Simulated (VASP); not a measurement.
# FeSi (P2_13) in VASP: relaxation of cell and atoms with PBE

Aim: the relaxation of cell and atoms of FeSi with PBE.

Everything below comes from runs of VASP 6.6.1. Logs are shortened: lines on timing, memory, paths and dates and some standing lists are left out, and cuts for length are marked.

## (1) The cell of the first run

The structure is cubic, space group P2_13 (No. 198). The conventional cell has a = 4.551 Å, b = 4.551 Å, c = 4.551 Å, α = 90.00°, β = 90.00°, γ = 90.00°. Fe (site symmetry 3) has 7 Si at 2.32 to 2.55 Å and 6 Fe at 2.79 Å within 3.1 Å. Within 3.1 Å of Si (site symmetry 3) lie 7 Fe at 2.32 to 2.55 Å and 6 Si at 2.82 Å.

## (2) Relaxation of cell and atoms, PBE

INCAR reads:

```
SYSTEM = FeSi
  PREC = Accurate
  ENCUT = 600
  EDIFF = 1E-6
  ISMEAR = 0
  SIGMA = 0.05
  LREAL = .FALSE.
  LASPH = .TRUE.
  NELM = 60
  ALGO = Normal
  ISIF = 3
  LWAVE = .FALSE.
  LCHARG = .FALSE.
  GGA = PE
  IBRION = 2
  NSW = 80
  EDIFFG = -0.01
```

KPOINTS reads:

```
regular mesh
0
G
  8 8 8
  0 0 0
```

POSCAR reads:

```
FeSi
1.0
    4.5507000000      0.0000000000      0.0000000000
    0.0000000000      4.5507000000      0.0000000000
    0.0000000000      0.0000000000      4.5507000000
Fe Si
4 4
Direct
    0.1365200000      0.1365200000      0.1365200000
    0.3634800000      0.8634800000      0.6365200000
    0.6365200000      0.3634800000      0.8634800000
    0.8634800000      0.6365200000      0.3634800000
    0.8424000000      0.8424000000      0.8424000000
    0.6576000000      0.1576000000      0.3424000000
    0.3424000000      0.6576000000      0.1576000000
    0.1576000000      0.3424000000      0.6576000000
```

Potentials or basis: VASP PAW PBE potentials, release 64 (Fe, Si).

The run is started by

```console
$ cat potpaw_PBE.64/Fe/POTCAR potpaw_PBE.64/Si/POTCAR > POTCAR
$ mpirun -np 1 vasp_std > vasp.out
```

OUTCAR:

```text
SYSTEM = FeSi
   PREC = Accurate
   ENCUT = 600
   EDIFF = 1E-6
   ISMEAR = 0
   LREAL = .FALSE.
   LASPH = .TRUE.
   NELM = 60
   ISIF = 3
   GGA = PE
   IBRION = 2
   NSW = 80
   EDIFFG = -0.01

 ion  position               nearest neighbor table
   1  0.137  0.137  0.137-   5 2.32   6 2.37   7 2.37   8 2.37   7 2.55   8 2.55   6 2.55   3 2.79
                             4 2.79   2 2.79   2 2.79   4 2.79   3 2.79
   2  0.363  0.863  0.637-   6 2.32   5 2.37   7 2.37   8 2.37   7 2.55   8 2.55   5 2.55   1 2.79
                             1 2.79   3 2.79   3 2.79   4 2.79   4 2.79
   3  0.637  0.363  0.863-   7 2.32   6 2.37   5 2.37   8 2.37   8 2.55   6 2.55   5 2.55   1 2.79
                             4 2.79   2 2.79   2 2.79   4 2.79   1 2.79
   4  0.863  0.637  0.363-   8 2.32   6 2.37   7 2.37   5 2.37   6 2.55   5 2.55   7 2.55   1 2.79
                             3 2.79   2 2.79   1 2.79   2 2.79   3 2.79
   5  0.842  0.842  0.842-   1 2.32   2 2.37   3 2.37   4 2.37   3 2.55   4 2.55   2 2.55   6 2.82
                             7 2.82   8 2.82   6 2.82   8 2.82   7 2.82
   6  0.658  0.158  0.342-   2 2.32   1 2.37   3 2.37   4 2.37   3 2.55   4 2.55   1 2.55   8 2.82
                             5 2.82   5 2.82   7 2.82   7 2.82   8 2.82
   7  0.342  0.658  0.158-   3 2.32   2 2.37   1 2.37   4 2.37   4 2.55   2 2.55   1 2.55   8 2.82
                             5 2.82   8 2.82   6 2.82   6 2.82   5 2.82
   8  0.158  0.342  0.658-   4 2.32   2 2.37   3 2.37   1 2.37   2 2.55   1 2.55   3 2.55   7 2.82
                             5 2.82   7 2.82   5 2.82   6 2.82   6 2.82

  LATTYP: Found a simple cubic cell.
 ALAT       =     4.5507000000

  Lattice vectors:

 A1 = (   4.5507000000,   0.0000000000,   0.0000000000)
 A2 = (   0.0000000000,   4.5507000000,   0.0000000000)
 A3 = (   0.0000000000,   0.0000000000,   4.5507000000)

Analysis of symmetry for initial positions (statically):
=====================================================================
 Subroutine PRICEL returns:
 Original cell was already a primitive cell.

 Routine SETGRP: Setting up the symmetry group for a
 simple cubic supercell.

 Subroutine GETGRP returns: Found 12 space group operations
 (whereof  3 operations were pure point group operations)
 out of a pool of 48 trial point group operations.

The static configuration has the point symmetry C_3 .
 The point group associated with its full space group is T   .

Analysis of symmetry for dynamics (positions and initial velocities):
=====================================================================
 Subroutine PRICEL returns:
 Original cell was already a primitive cell.

 Routine SETGRP: Setting up the symmetry group for a
 simple cubic supercell.

 Subroutine GETGRP returns: Found 12 space group operations
 (whereof  3 operations were pure point group operations)
 out of a pool of 48 trial point group operations.

The dynamic configuration has the point symmetry C_3 .
 The point group associated with its full space group is T   .

 Subroutine INISYM returns: Found 12 space group operations
 (whereof  3 operations are pure point group operations),
 and found     1 'primitive' translations

----------------------------------------------------------------------------------------

                                     Primitive cell

  volume of cell :      94.2399

  direct lattice vectors                    reciprocal lattice vectors
     4.550700000  0.000000000  0.000000000     0.219746413  0.000000000  0.000000000
     0.000000000  4.550700000  0.000000000     0.000000000  0.219746413  0.000000000
     0.000000000  0.000000000  4.550700000     0.000000000  0.000000000  0.219746413

  length of vectors
     4.550700000  4.550700000  4.550700000     0.219746413  0.219746413  0.219746413

  position of ions in fractional coordinates (direct lattice)
     0.136520000  0.136520000  0.136520000
     0.363480000  0.863480000  0.636520000
     0.636520000  0.363480000  0.863480000
     0.863480000  0.636520000  0.363480000
     0.842400000  0.842400000  0.842400000
     0.657600000  0.157600000  0.342400000
     0.342400000  0.657600000  0.157600000
     0.157600000  0.342400000  0.657600000

  ion indices of the primitive-cell ions
   primitive index   ion index
                 1           1
                 2           2
                 3           3
                 4           4
                 5           5
                 6           6
                 7           7
                 8           8

----------------------------------------------------------------------------------------

 KPOINTS: regular mesh

Automatic generation of k-mesh.
 Grid dimensions read from file:
 generate k-points for:    8    8    8

 Generating k-lattice:

  Cartesian coordinates                     Fractional coordinates (reciprocal lattice)
     0.027468302  0.000000000  0.000000000     0.125000000  0.000000000  0.000000000
     0.000000000  0.027468302  0.000000000     0.000000000  0.125000000  0.000000000
     0.000000000  0.000000000  0.027468302     0.000000000  0.000000000  0.125000000

  Length of vectors
     0.027468302  0.027468302  0.027468302

  Shift w.r.t. Gamma in fractional coordinates (k-lattice)
     0.000000000  0.000000000  0.000000000

 Subroutine IBZKPT returns following result:
 ===========================================

 Found     45 irreducible k-points:

 Following reciprocal coordinates:
            Coordinates               Weight
  0.000000  0.000000  0.000000      1.000000
  0.125000  0.000000  0.000000      6.000000
  0.250000  0.000000  0.000000      6.000000
  0.375000  0.000000  0.000000      6.000000
  0.500000  0.000000  0.000000      3.000000
  0.125000  0.125000  0.000000     12.000000
[... 16 lines left out ...]
  0.250000  0.125000  0.125000     24.000000
  0.375000  0.125000  0.125000     24.000000
 [... further k-points ...]
   k-points           NKPTS =     45   k-points in BZ     NKDIM =     45   number of bands    NBANDS=     29
   number of dos      NEDOS =    301   number of ions     NIONS =      8
   total plane-waves  NPLWV =  46656
   dimension x,y,z NGX =    36 NGY =   36 NGZ =   36
   dimension x,y,z NGXF=    72 NGYF=   72 NGZF=   72
   ions per type =               4   4
   NGX,Y,Z   is equivalent  to a cutoff of  13.15, 13.15, 13.15 a.u.
   NGXF,Y,Z  is equivalent  to a cutoff of  26.30, 26.30, 26.30 a.u.
 SYSTEM =  FeSi
   PREC   = accura    normal or accurate (medium, high low for compatibility)
   ISTART =      0    job   : 0-new  1-cont  2-samecut
   ICHARG =      2    charge: 1-file 2-atom 10-const
   ISPIN  =      1    spin polarized calculation?
   LNONCOLLINEAR =      F non collinear calculations
   LSORBIT =      F    spin-orbit coupling
   LASPH  =      T    aspherical Exc in radial PAW
   ENCUT  =  600.0 eV  44.10 Ry    6.64 a.u.   9.09  9.09  9.09*2*pi/ulx,y,z
   NELM   =     60;   NELMIN=  2; NELMDL= -5     # of ELM steps
   EDIFF  = 0.1E-05   stopping-criterion for ELM
   LREAL  =      F    real-space projection
   EDIFFG = -.1E-01   stopping-criterion for IOM
   NSW    =     80    number of steps for IOM
   IBRION =      2    ionic relax: 0-MD 1-quasi-New 2-CG
   NFREE  =      1    steps in history (QN), initial steepest desc. (CG)
   ISIF   =      3    stress and relaxation
   ISYM   =      2    0-nonsym 1-usesym 2-fastsym
   POTIM  = 0.5000    time-step for ionic-motion
   TEBEG  =    0.0;   TEEND  =   0.0 temperature during run
   PSTRESS=    0.0 pullay stress
   NELECT =      48.0000    total number of electrons
   NUPDOWN=      -1.0000    fix difference up-down
   EMIN   =  10.00;   EMAX   =-10.00  energy-range for DOS
   EFERMI =   0.00;   METHOD = LEGACY
   ISMEAR =     0;   SIGMA  =   0.05  broadening in eV -4-tet -1-fermi 0-gaus
   EFERMI_NEDOS =   21; number of points for ismear=-14 and -15
   IALGO  =     38    algorithm
   IMIX   =      4    mixing-type and parameters
     AMIX     =   0.40;   BMIX     =  1.00
     AMIX_MAG =   1.60;   BMIX_MAG =  1.00
  volume/ion in A,a.u.               =      11.78        79.50
  Fermi-wavevector in a.u.,A,eV,Ry     =   1.307406  2.470639 23.256570  1.709310
  Thomas-Fermi vector in A             =   2.438142
   LORBIT       =      0    0 simple, 1 ext, 2 COOP (PROOUT), +10 PAW based schemes
   GGA     = PE    functional components
   LHFCALC =     F    Hartree Fock is set to
   AEXX    =    0.0000 exact exchange contribution
   IVDW    =     0    specifies the selected vdW correction
   LEPSILON=     F    determine dielectric tensor
   LRPA    =     F    only Hartree local field effects (RPA)
 conjugate gradient relaxation of ions
 non-spin polarized calculation
 Gauss-broadening in eV      SIGMA  =   0.05
  energy-cutoff  :      600.00
  volume of cell :       94.24
 maximum number of plane-waves:      3178
   NGX = 19   NGY = 19   NGZ = 19

--------------------------------------- Ionic step        1  -------------------------------------------

 number of electron      47.9999995 magnetization

 Free energy of the ion-electron system (eV)
  ---------------------------------------------------
  ext. energy  EPLUGINS =         0.00000000
  ---------------------------------------------------
  free energy    TOTEN  =       -58.49079647 eV

  energy without entropy =      -58.48925723  energy(sigma->0) =      -58.49002685

------------------------ aborting loop because EDIFF is reached ----------------------------------------

  FORCE on cell =-STRESS in cart. coord.  units (eV):
  Direction    XX          YY          ZZ          XY          YZ          ZX
  --------------------------------------------------------------------------------------
  -------------------------------------------------------------------------------------
  Total       -8.0826302     -8.0826302     -8.0826302      0.0000000      0.0000000      0.0000000
  in kB     -137.4132698   -137.4132698   -137.4132698      0.0000000      0.0000000      0.0000000
  external PRESSURE =    -137.4132698 kB  Pullay stress =       0.0000000 kB
[... 27 lines left out ...]
  energy  without entropy=      -58.4892572319  energy(sigma->0) =      -58.49002685

--------------------------------------- Ionic step        2  -------------------------------------------

 number of electron      48.0000004 magnetization

 E-fermi :  10.8922     XC(G=0): -13.2075

 val. band max:       10.7998682032   @ k =  -0.1250   0.3750   0.0000
 cond. band min:      10.9856201861   @ k =   0.3750   0.1250   0.1250
 fundamental gap:      0.1857519829
 Fermi energy:        10.8922211576

 k-point     1 :       0.0000    0.0000    0.0000
  band No.  band energies     occupation
      1      -3.0801      2.00000
      2       2.5506      2.00000
      3       2.5506      2.00000
      4       2.5506      2.00000
      5       5.4303      2.00000
      6       5.4303      2.00000
[... 924 lines left out ...]
  energy  without entropy=      -58.7821105427  energy(sigma->0) =      -58.78241624

--------------------------------------- Ionic step        6  -------------------------------------------

 number of electron      48.0000017 magnetization

 Free energy of the ion-electron system (eV)
  ---------------------------------------------------
  ext. energy  EPLUGINS =         0.00000000
  ---------------------------------------------------
  free energy    TOTEN  =       -58.78284593 eV

  energy without entropy =      -58.78225399  energy(sigma->0) =      -58.78254996

 E-fermi :   9.8034     XC(G=0): -12.7992

 val. band max:        9.7225166921   @ k =  -0.1250   0.3750   0.0000
 cond. band min:       9.8825855326   @ k =   0.2500   0.2500   0.0000
 fundamental gap:      0.1600688405
 Fermi energy:         9.8033661413

 k-point     1 :       0.0000    0.0000    0.0000
  band No.  band energies     occupation
      1      -3.5189      2.00000
      2       1.8363      2.00000
      3       1.8363      2.00000
      4       1.8363      2.00000
      5       4.6727      2.00000
      6       4.6727      2.00000
[... 794 lines left out ...]
  FREE ENERGIE OF THE ION-ELECTRON SYSTEM (eV)
  ---------------------------------------------------
  free  energy   TOTEN  =       -58.7828459286 eV

  energy  without entropy=      -58.7822539880  energy(sigma->0) =      -58.78254996

 reached required accuracy - stopping structural energy minimisation
```

Wall time 3.3 min (1 thread of Intel Xeon 6975P-C (Granite Rapids), shared host); peak memory 0.28 GiB.

What came out:

```
Free energy                           : -58.7828 eV
Relaxed volume                        : 11.00 Å³/atom
Relaxed cell                          : a = 4.448 Å, b = 4.448 Å, c = 4.448 Å, α = 90.00°, β = 90.00°, γ = 90.00°
Space group after relaxing (to 0.1 Å) : P2_13 (No. 198)
Energy gained by relaxing             : 36.5 meV/atom
Ionic steps                           : 6
Pressure after relaxing               : 0.0 GPa
Largest force after relaxing          : 0.004 eV/Å
Band gap on the k mesh                : 0.16 eV (least direct gap 0.17 eV)
```

Forces in eV/Å, atoms in the order of the input:
```
Fe   0.002  0.002  0.002
Fe  -0.002 -0.002  0.002
Fe   0.002 -0.002 -0.002
Fe  -0.002  0.002 -0.002
Si   0.001  0.001  0.001
Si  -0.001 -0.001  0.001
Si   0.001 -0.001 -0.001
Si  -0.001  0.001 -0.001
```

The path:
| step | energy change (eV) | largest force (eV/Å) | pressure (GPa) | volume (Å³) |
| --- | --- | --- | --- | --- |
| 1 | 0.0000 | 0.2811 | -13.74 | 94.24 |
| 2 | 0.1784 | 0.5241 | 23.09 | 81.12 |
| 3 | -0.2899 | 0.1229 | -0.24 | 88.12 |
| 4 | -0.2900 | 0.1189 | 0.06 | 88.00 |
| 5 | -0.2919 | 0.0274 | 0.06 | 88.00 |
| 6 | -0.2920 | 0.0043 | 0.04 | 88.00 |

Final structure:
```
Fe Si
1.0
     4.44802    0.00000    0.00000
     0.00000    4.44802    0.00000
     0.00000    0.00000    4.44802
Fe Si
4 4
Cartesian
  0.6064 0.6064 0.6064
  1.6176 3.8416 2.8304
  2.8304 1.6176 3.8416
  3.8416 2.8304 1.6176
  3.7397 3.7397 3.7397
  2.9323 0.7083 1.5157
  1.5157 2.9323 0.7083
  0.7083 1.5157 2.9323
```
